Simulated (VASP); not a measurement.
Ni, 1 atom in the cell. The structure is cubic, space group Pm-3m (No. 221). Conventional cell: a = 2.278 Å, b = 2.278 Å, c = 2.278 Å, α = 90.00°, β = 90.00°, γ = 90.00°. Ni (site symmetry m-3m) has 6 Ni at 2.28 Å within 3.0 Å. This isn't the form of Ni at room conditions, which is fcc.

* Program: VASP 6.6.1
* Task: relaxation of cell and atoms
* Functional: PBE
* Potentials or basis: VASP PAW PBE potentials, release 64 (Ni)
* Cutoff: 600 eV
* k mesh: 14 × 14 × 14
* Occupations: fermi-dirac, width 0.05 eV
* Spin: collinear spin, ferromagnetic start
* Starting moments: [0.8] μB
* Dipole correction: no
* Further INCAR settings: ALGO = Normal; EDIFF = 1e-06; IBRION = 2; EDIFFG = -0.01; NSW = 80; ISIF = 3

Potentials or basis: VASP PAW PBE potentials, release 64 (Ni).

The run is started by

```console
$ cat potpaw_PBE.64/Ni/POTCAR > POTCAR
$ mpirun -np 1 vasp_std > vasp.out
```

Hardware: 1 thread of Intel Xeon 8259CL, with other jobs on the host.

Estimate the wall time of this run.

Run time: 71 s on 1 thread of Intel Xeon 8259CL (shared host), peak memory 0.15 GiB. Counts: scf iterations 30, k points 120, ion steps 3.
